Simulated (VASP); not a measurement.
# Sc8HIr8C in VASP: a series of runs

Sc8HIr8C is run at these levels: PBE; tasks: single point.

All numbers are computed with VASP 6.6.1; they aren't measurements. Logs are shortened: lines on timing, memory, paths and dates and some standing lists are left out, and cuts for length are marked.

### 1 The cell of the first run

The cell holds a slab with vacuum, 18 atoms: a = 6.437 Å, b = 6.437 Å, c = 18.828 Å, α = 90.00°, β = 90.00°, γ = 90.00°.

### 2 Single point, PBE

INCAR

```
ALGO = Normal
EDIFF = 1E-6
ENCUT = 520
GGA = PE
ISIF = 2
ISMEAR = -1
LASPH = T
LCHARG = F
LREAL = Auto
LWAVE = F
NBANDS = 98
NELM = 60
PREC = Accurate
SIGMA = 0.15
```

KPOINTS

```
k-points
0
Gamma
  3 3 1
```

POSCAR

```
Sc8HIr8C
1.0
    6.4367720000      0.0000000000      0.0000000000
    0.0000000000      6.4367720000      0.0000000000
    0.0000000000      0.0000000000     18.8275790000
Sc Ir C H
8 8 1 1
Direct
    0.2566659189      0.2602080670      0.1225117685
    0.2216949738      0.1985467250      0.2999164152
    0.2598818165      0.7448298619      0.1215929037
    0.2306590943      0.7533434461      0.2845081675
    0.7495837976      0.2579709208      0.1232606699
    0.7309409126      0.2691721875      0.3091847337
    0.7470980796      0.7459018278      0.1294059103
    0.7799717001      0.8423942933      0.2907808805
    0.0000000000      0.0000000000      0.0531135734
    0.0092592995      0.0058414373      0.2110149159
    0.0000000000      0.5000021750      0.0531135734
    0.0041946491      0.5014159271      0.2195502672
    0.5000021750      0.0000000000      0.0531135734
    0.4977961003     -0.0064628668      0.2186367137
    0.5000021750      0.5000021750      0.0531135734
    0.5017732491      0.5001264609      0.2149346977
    0.4532396052      0.2422176830      0.3739248684
    0.2664378978      0.2014674436      0.3959245105
```

Potentials or basis: VASP PAW PBE potentials, release 64 (Sc_sv, Ir, C, H).

Run with:

```console
> cat potpaw_PBE.64/Sc_sv/POTCAR potpaw_PBE.64/Ir/POTCAR potpaw_PBE.64/C/POTCAR potpaw_PBE.64/H/POTCAR > POTCAR
> mpirun -np 1 vasp_std > vasp.out
```

OUTCAR:

```text
EDIFF = 1E-6
   ENCUT = 520
   GGA = PE
   ISIF = 2
   ISMEAR = -1
   LASPH = T
   LREAL = Auto
   NELM = 60
   PREC = Accurate

 ion  position               nearest neighbor table
   1  0.257  0.260  0.123-  15 2.56  11 2.61  13 2.64   9 2.69  16 2.81  10 2.83  12 2.90  14 2.94
                             3 3.12   5 3.17   5 3.26   3 3.32   2 3.37
   2  0.222  0.199  0.300-  18 1.83  17 2.06  10 2.49  14 2.69  12 2.84   4 2.88  16 3.09   6 3.20
                             6 3.31   1 3.37
   3  0.260  0.745  0.122-  15 2.56  13 2.60  11 2.64   9 2.68  16 2.83  14 2.87  10 2.87  12 2.93
                             4 3.07   1 3.12   7 3.14   7 3.30   1 3.32
   4  0.231  0.753  0.285-  12 2.50  10 2.57  14 2.62  16 2.72   2 2.88   8 2.96   3 3.07
   5  0.750  0.258  0.123-  15 2.60  11 2.60  13 2.66   9 2.66  16 2.82  10 2.86  12 2.90  14 2.96
                             7 3.14   1 3.17   1 3.26   7 3.30
   6  0.731  0.269  0.309-  17 2.17  16 2.74   8 2.79  12 2.86  14 2.88  10 3.08   2 3.20   2 3.31

   7  0.747  0.746  0.129-  15 2.66  11 2.69  13 2.70   9 2.72  16 2.75  14 2.82  10 2.83  12 2.85
                             8 3.11   3 3.14   5 3.14   5 3.30   3 3.30
   8  0.780  0.842  0.291-  10 2.35  14 2.47   6 2.79  12 2.95   4 2.96   7 3.11  16 3.18
   9  0.000  0.000  0.053-   5 2.66   3 2.68   1 2.69   7 2.72  10 2.97  11 3.22  13 3.22  11 3.22
                            13 3.22
  10  0.009  0.006  0.211-   8 2.35   2 2.49   4 2.57   1 2.83   7 2.83   5 2.86   3 2.87   9 2.97
                             6 3.08  14 3.15  12 3.19  12 3.25  14 3.30
  11  0.000  0.500  0.053-   5 2.60   1 2.61   3 2.64   7 2.69  12 3.13   9 3.22  15 3.22  15 3.22
                             9 3.22
  12  0.004  0.501  0.220-   4 2.50   2 2.84   7 2.85   6 2.86   1 2.90   5 2.90   3 2.93   8 2.95
                            11 3.13  10 3.19  16 3.20  16 3.24  10 3.25
  13  0.500  0.000  0.053-   3 2.60   1 2.64   5 2.66   7 2.70  14 3.12   9 3.22  15 3.22  15 3.22
                             9 3.22
  14  0.498  0.994  0.219-   8 2.47   4 2.62   2 2.69   7 2.82   3 2.87   6 2.88   1 2.94   5 2.96
                            13 3.12  10 3.15  16 3.18  16 3.26  10 3.30
  15  0.500  0.500  0.053-   3 2.56   1 2.56   5 2.60   7 2.66  16 3.05  13 3.22  11 3.22  13 3.22
                            11 3.22
  16  0.502  0.500  0.215-   4 2.72   6 2.74   7 2.75   1 2.81   5 2.82   3 2.83  15 3.05   2 3.09
                            14 3.18   8 3.18  12 3.20  12 3.24  14 3.26
  17  0.453  0.242  0.374-  18 1.30   2 2.06   6 2.17
  18  0.266  0.201  0.396-  17 1.30   2 1.83

  LATTYP: Found a simple tetragonal cell.
 ALAT       =     6.4367720000
 C/A-ratio  =     2.9250032470

  Lattice vectors:

 A1 = (   6.4367720000,   0.0000000000,   0.0000000000)
 A2 = (   0.0000000000,   6.4367720000,   0.0000000000)
 A3 = (   0.0000000000,   0.0000000000,  18.8275790000)

Analysis of symmetry for initial positions (statically):
=====================================================================
 Subroutine PRICEL returns:
 Original cell was already a primitive cell.

 Routine SETGRP: Setting up the symmetry group for a
 simple tetragonal supercell.

 Subroutine GETGRP returns: Found  1 space group operations
 (whereof  1 operations were pure point group operations)
 out of a pool of 16 trial point group operations.

The static configuration has the point symmetry C_1 .

Analysis of symmetry for dynamics (positions and initial velocities):
=====================================================================
 Subroutine PRICEL returns:
 Original cell was already a primitive cell.

 Routine SETGRP: Setting up the symmetry group for a
 simple tetragonal supercell.

 Subroutine GETGRP returns: Found  1 space group operations
 (whereof  1 operations were pure point group operations)
 out of a pool of 16 trial point group operations.

The dynamic configuration has the point symmetry C_1 .

 Subroutine INISYM returns: Found  1 space group operations
 (whereof  1 operations are pure point group operations),
 and found     1 'primitive' translations

----------------------------------------------------------------------------------------

                                     Primitive cell

  volume of cell :     780.0649

  direct lattice vectors                    reciprocal lattice vectors
     6.436772000  0.000000000  0.000000000     0.155357375  0.000000000  0.000000000
     0.000000000  6.436772000  0.000000000     0.000000000  0.155357375  0.000000000
     0.000000000  0.000000000 18.827579000     0.000000000  0.000000000  0.053113573

  length of vectors
     6.436772000  6.436772000 18.827579000     0.155357375  0.155357375  0.053113573

  position of ions in fractional coordinates (direct lattice)
     0.256665919  0.260208067  0.122511768
     0.221694974  0.198546725  0.299916415
     0.259881816  0.744829862  0.121592904
     0.230659094  0.753343446  0.284508168
     0.749583798  0.257970921  0.123260670
     0.730940913  0.269172187  0.309184734
[... 10 lines left out ...]
     0.453239605  0.242217683  0.373924868
     0.266437898  0.201467444  0.395924511

  ion indices of the primitive-cell ions
   primitive index   ion index
                 1           1
                 2           2
                 3           3
                 4           4
                 5           5
                 6           6
[... 10 lines left out ...]
                17          17
                18          18

----------------------------------------------------------------------------------------

 KPOINTS: k-points

Automatic generation of k-mesh.
 Grid dimensions read from file:
 generate k-points for:    3    3    1

 Generating k-lattice:

  Cartesian coordinates                     Fractional coordinates (reciprocal lattice)
     0.051785792  0.000000000  0.000000000     0.333333333  0.000000000  0.000000000
     0.000000000  0.051785792  0.000000000     0.000000000  0.333333333  0.000000000
     0.000000000  0.000000000  0.053113573     0.000000000  0.000000000  1.000000000

  Length of vectors
     0.051785792  0.051785792  0.053113573

  Shift w.r.t. Gamma in fractional coordinates (k-lattice)
     0.000000000  0.000000000  0.000000000

 Subroutine IBZKPT returns following result:
 ===========================================

 Found      5 irreducible k-points:

 Following reciprocal coordinates:
            Coordinates               Weight
  0.000000  0.000000  0.000000      1.000000
  0.333333  0.000000  0.000000      2.000000
  0.000000  0.333333  0.000000      2.000000
  0.333333  0.333333  0.000000      2.000000
 -0.333333  0.333333  0.000000      2.000000
   k-points           NKPTS =      5   k-points in BZ     NKDIM =      5   number of bands    NBANDS=     98
   number of dos      NEDOS =    301   number of ions     NIONS =     18
   total plane-waves  NPLWV = 322560
   dimension x,y,z NGX =    48 NGY =   48 NGZ =  140
   dimension x,y,z NGXF=    96 NGYF=   96 NGZF=  280
   ions per type =               8   8   1   1
   NGX,Y,Z   is equivalent  to a cutoff of  12.40, 12.40, 12.36 a.u.
   NGXF,Y,Z  is equivalent  to a cutoff of  24.79, 24.79, 24.72 a.u.
 SYSTEM =  unknown system
   PREC   = accura    normal or accurate (medium, high low for compatibility)
   ISTART =      0    job   : 0-new  1-cont  2-samecut
   ICHARG =      2    charge: 1-file 2-atom 10-const
   ISPIN  =      1    spin polarized calculation?
   LNONCOLLINEAR =      F non collinear calculations
   LSORBIT =      F    spin-orbit coupling
   LASPH  =      T    aspherical Exc in radial PAW
   ENCUT  =  520.0 eV  38.22 Ry    6.18 a.u.  11.97 11.97 35.01*2*pi/ulx,y,z
   NELM   =     60;   NELMIN=  2; NELMDL= -5     # of ELM steps
   EDIFF  = 0.1E-05   stopping-criterion for ELM
   LREAL  =      T    real-space projection
   EDIFFG = 0.1E-04   stopping-criterion for IOM
   NSW    =      0    number of steps for IOM
   IBRION =     -1    ionic relax: 0-MD 1-quasi-New 2-CG
   NFREE  =      0    steps in history (QN), initial steepest desc. (CG)
   ISIF   =      2    stress and relaxation
   ISYM   =      2    0-nonsym 1-usesym 2-fastsym
   POTIM  = 0.5000    time-step for ionic-motion
   TEBEG  =    0.0;   TEEND  =   0.0 temperature during run
   PSTRESS=    0.0 pullay stress
   NELECT =     165.0000    total number of electrons
   NUPDOWN=      -1.0000    fix difference up-down
   EMIN   =  10.00;   EMAX   =-10.00  energy-range for DOS
   EFERMI =   0.00;   METHOD = LEGACY
   ISMEAR =    -1;   SIGMA  =   0.15  broadening in eV -4-tet -1-fermi 0-gaus
   EFERMI_NEDOS =   21; number of points for ismear=-14 and -15
   IALGO  =     38    algorithm
   IMIX   =      4    mixing-type and parameters
     AMIX     =   0.40;   BMIX     =  1.00
     AMIX_MAG =   1.60;   BMIX_MAG =  1.00
  volume/ion in A,a.u.               =      43.34       292.45
  Fermi-wavevector in a.u.,A,eV,Ry     =   0.975422  1.843280 12.945238  0.951448
  Thomas-Fermi vector in A             =   2.105960
   LORBIT       =      0    0 simple, 1 ext, 2 COOP (PROOUT), +10 PAW based schemes
   GGA     = PE    functional components
   LHFCALC =     F    Hartree Fock is set to
   AEXX    =    0.0000 exact exchange contribution
   IVDW    =     0    specifies the selected vdW correction
   LEPSILON=     F    determine dielectric tensor
   LRPA    =     F    only Hartree local field effects (RPA)
 non-spin polarized calculation
  energy-cutoff  :      520.00
  volume of cell :      780.06
 maximum number of plane-waves:     21033
   NGX = 23   NGY = 23   NGZ = 71

 number of electron     165.0000011 magnetization

 Free energy of the ion-electron system (eV)
  ---------------------------------------------------
  ext. energy  EPLUGINS =         0.00000000
  ---------------------------------------------------
  free energy    TOTEN  =      -133.63438632 eV

  energy without entropy =     -132.88969306  energy(sigma->0) =     -133.26203969

 E-fermi :  -0.4367     XC(G=0):  -5.3938

 val. band max:       -0.4716305434   @ k =   0.3333   0.0000   0.0000
 cond. band min:      -0.3858927180   @ k =   0.0000   0.0000   0.0000
 fundamental gap:      0.0857378254
 Fermi energy:        -0.4367038226

 k-point     1 :       0.0000    0.0000    0.0000
  band No.  band energies     occupation
      1     -49.8180      2.00000
      2     -49.7286      2.00000
      3     -49.6949      2.00000
      4     -48.9943      2.00000
      5     -48.9842      2.00000
      6     -48.9379      2.00000
[... 86 lines left out ...]
     93       0.8805      0.00031
     94       1.0378      0.00011

 k-point     2 :       0.3333    0.0000    0.0000
  band No.  band energies     occupation
      1     -49.8178      2.00000
      2     -49.7269      2.00000
      3     -49.6968      2.00000
      4     -48.9943      2.00000
      5     -48.9835      2.00000
      6     -48.9368      2.00000
[... 86 lines left out ...]
     93       1.0564      0.00010
     94       1.1161      0.00006

 k-point     3 :       0.0000    0.3333    0.0000
  band No.  band energies     occupation
      1     -49.8171      2.00000
      2     -49.7293      2.00000
      3     -49.6950      2.00000
      4     -48.9944      2.00000
      5     -48.9817      2.00000
      6     -48.9406      2.00000
[... 86 lines left out ...]
     93       1.0631      0.00009
     94       1.1582      0.00005

 k-point     4 :       0.3333    0.3333    0.0000
  band No.  band energies     occupation
      1     -49.8169      2.00000
      2     -49.7275      2.00000
      3     -49.6970      2.00000
      4     -48.9945      2.00000
      5     -48.9809      2.00000
      6     -48.9394      2.00000
[... 86 lines left out ...]
     93       1.3301      0.00002
     94       1.4206      0.00001

 k-point     5 :      -0.3333    0.3333    0.0000
  band No.  band energies     occupation
      1     -49.8169      2.00000
      2     -49.7275      2.00000
      3     -49.6969      2.00000
      4     -48.9945      2.00000
      5     -48.9809      2.00000
      6     -48.9394      2.00000
[... 86 lines left out ...]
     93       1.3380      0.00001
     94       1.3632      0.00001
 [bands above 94 left out]

------------------------ aborting loop because EDIFF is reached ----------------------------------------

  FORCE on cell =-STRESS in cart. coord.  units (eV):
  Direction    XX          YY          ZZ          XY          YZ          ZX
  --------------------------------------------------------------------------------------
  -------------------------------------------------------------------------------------
  Total       -3.2651060     -0.2279624     13.0108013      0.2044526      0.1080888      3.7299457
  in kB       -6.7062097     -0.4682126     26.7229191      0.4199258      0.2220038      7.6609452
  external PRESSURE =       6.5161656 kB  Pullay stress =       0.0000000 kB

 VOLUME and BASIS-vectors are now :
 -----------------------------------------------------------------------------
  energy-cutoff  :      520.00
  volume of cell :      780.06
      direct lattice vectors                 reciprocal lattice vectors
     6.436772000  0.000000000  0.000000000     0.155357375  0.000000000  0.000000000
     0.000000000  6.436772000  0.000000000     0.000000000  0.155357375  0.000000000
     0.000000000  0.000000000 18.827579000     0.000000000  0.000000000  0.053113573

 POSITION                                       TOTAL-FORCE (eV/Angst)
 -----------------------------------------------------------------------------------
      1.65210      1.67490      2.30660        -0.240189     -0.585264      0.170649
      1.42700      1.27800      5.64670         0.937567      2.499327     -1.020532
      1.67280      4.79430      2.28930        -0.594054      0.365459     -0.159507
      1.48470      4.84910      5.35660         1.725020     -1.634499      1.438773
      4.82490      1.66050      2.32070         0.057860     -0.510124      0.309772
      4.70490      1.73260      5.82120        -1.711794      1.596707     -0.013965
[... 10 lines left out ...]
      2.91740      1.55910      7.04010        -1.016396     -0.540842      0.887988
      1.71500      1.29680      7.45430         2.630286      0.509460      0.954744
 -----------------------------------------------------------------------------------
    total drift:                                0.001029     -0.003222      0.001591

  FREE ENERGIE OF THE ION-ELECTRON SYSTEM (eV)
  ---------------------------------------------------
  free  energy   TOTEN  =      -133.6343863232 eV

  energy  without entropy=     -132.8896930616  energy(sigma->0) =     -133.26203969
```

Run time: 14 min. Hardware: 1 thread of Intel Xeon Platinum 8559C (Emerald Rapids), shared host; peak memory 0.8 GiB.

What came out:

* Free energy: -133.6344 eV
* Largest force: 4.060 eV/Å
* Band gap on the k mesh: zero (an odd number of electrons rules out a gap without spin polarisation)

Forces on the atoms (eV/Å):
```
Sc  -0.240 -0.585  0.171
Sc   0.938  2.499 -1.021
Sc  -0.594  0.365 -0.160
Sc   1.725 -1.634  1.439
Sc   0.058 -0.510  0.310
Sc  -1.712  1.597 -0.014
Sc   0.345  0.303 -0.845
Sc  -1.671 -3.213  1.836
Ir  -0.098 -0.068  0.325
Ir  -0.336  0.592 -1.677
Ir  -0.158  0.224 -0.304
Ir  -0.723 -0.389 -0.307
Ir   0.298 -0.002 -0.222
Ir  -0.001  0.760 -1.248
Ir   0.382  0.129 -0.977
Ir   0.174 -0.037  0.853
C   -1.016 -0.541  0.888
H    2.630  0.509  0.955
```

Levels at points of the mesh, in eV from the Fermi level:
```tsv
k point	band 81	band 82	band 83	band 84	band 85	band 86
(0.00, 0.00, 0.00)	-0.07	0.05	0.25	0.36	0.58	0.68
```

Caveat: there is no dipole correction, which matters where the two faces differ; spin-orbit coupling is left out, which moves the levels of the heavy elements.

(Part 1 of 2 ends here.)

The gap in the log of VASP goes by the Fermi energy; the results here count the filled bands.